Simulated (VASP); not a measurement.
Set up this calculation in VASP 6.6.1, as the native input.

| Property | Result |
| --- | --- |
| Task | single point |
| Functional | PBE |
| Dispersion | D3(BJ) |
| Potentials or basis | VASP PAW PBE potentials, release 64 (Tl_d) |
| Cutoff | 520 eV |
| k mesh | 14 × 14 × 14 |
| Occupations | gaussian, width 0.1 eV |
| Spin | no spin polarisation |
| Dipole correction | no |
| Further INCAR settings | ALGO = Normal; EDIFF = 1e-07; NBANDS = 12 |

The structure of Tl lies in POSCAR:

```
Tl
1.0
    0.0000000000      2.4482740309      2.4482740309
    2.4482740309      0.0000000000      2.4482740309
    2.4482740309      2.4482740309      0.0000000000
Tl
1
Direct
    0.0000000000      0.0000000000      0.0000000000
```

These files were run (other wordings do the same):

INCAR

```
SYSTEM = Tl
ALGO     = Normal         ! electronic algorithm
EDIFF    = 1E-7           ! SCF threshold, eV
ENCUT    = 520            ! plane-wave cutoff, eV
GGA      = PE             ! functional
ISIF     = 2              ! what is computed and relaxed
ISMEAR   = 0              ! smearing method
IVDW     = 12             ! dispersion correction
LASPH    = .True.         ! aspherical terms in the spheres
LCHARG   = .False.        ! write CHGCAR
LREAL    = .False.        ! projectors in reciprocal space
LWAVE    = .False.        ! write WAVECAR
NBANDS   = 12             ! bands
NELM     = 100            ! most SCF steps
PREC     = Accurate       ! precision mode
SIGMA    = 0.1            ! smearing width, eV
```

KPOINTS

```
k-points
0
Gamma
  14 14 14
  0 0 0
```

Potentials or basis: VASP PAW PBE potentials, release 64 (Tl_d).

The run is started by

```console
$ cat potpaw_PBE.64/Tl_d/POTCAR > POTCAR
$ mpirun -np 1 vasp_std > vasp.out
```

It gave:

| Quantity | Value |
| --- | --- |
| Pressure | -0.1 GPa |
| Dispersion energy per atom | -0.334 eV |

Caveat: pairwise dispersion overbinds metals, which lowers pressure and volume.

Run time: 18 s on 1 thread of Intel(R) Xeon(R) Platinum 8488C (Sapphire Rapids), on a shared host, peak memory 0.19 GiB.
